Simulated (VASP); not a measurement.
Wanted: the native input for a VASP 6.6.1 run.

```yaml
Task: single point
Functional: PBE
Potentials_or_basis: VASP PAW PBE potentials, release 64 (W_sv, C)
Cutoff: 520 eV
k_mesh: 26 × 26 × 26
Occupations: gaussian, width 0.15 eV
Spin: no spin polarisation
Dipole_correction: no
Further_INCAR_settings: ALGO = Normal; EDIFF = 1e-06; NBANDS = 16
```

The structure of WC lies in POSCAR:

```
WC
1.0
    0.0000000000      2.0608791207      2.4730549449
    2.0608791207      0.0000000000      2.4730549449
    2.0608791207      2.0608791207      0.0000000000
W C
1 1
Direct
    0.0000000000      0.0000000000      0.0000000000
    0.5000000000      0.5000000000      0.5000000000
```

This cell differs from its parent crystal: ratio of the length along z to the lengths across it x 1.2, volume and fractional coordinates fixed.

The input as run:

INCAR

```
ALGO     = Normal         # electronic algorithm
EDIFF    = 1E-6           # SCF threshold, eV
ENCUT    = 520            # plane-wave cutoff, eV
GGA      = PE             # functional
ISIF     = 2              # what is computed and relaxed
ISMEAR   = 0              # smearing method
LASPH    = T              # aspherical terms in the spheres
LCHARG   = F              # write CHGCAR
LREAL    = F              # projectors in reciprocal space
LWAVE    = F              # write WAVECAR
NBANDS   = 16             # bands
NELM     = 60             # most SCF steps
PREC     = Accurate       # precision mode
SIGMA    = 0.15           # smearing width, eV
```

KPOINTS

```
k-points
0
Gamma
  26 26 26
```

Potentials or basis: VASP PAW PBE potentials, release 64 (W_sv, C).

Launch:

```bash
$ cat potpaw_PBE.64/W_sv/POTCAR potpaw_PBE.64/C/POTCAR > POTCAR
$ mpirun -np 1 vasp_std > vasp.out
```

Results of the run:

```yaml
Pressure: 24.9 GPa
Band_gap_on_the_k_mesh: zero (bands 9 and 10 overlap by 3.73 eV)
```

Caveat: the stress differs along the axes, from -25 to 50 GPa; spin-orbit coupling is left out, which moves the levels of the heavy elements.

Wall time 98 s on 1 thread of Intel(R) Xeon(R) 6975P-C (Granite Rapids) (shared host), peak memory 0.51 GiB.
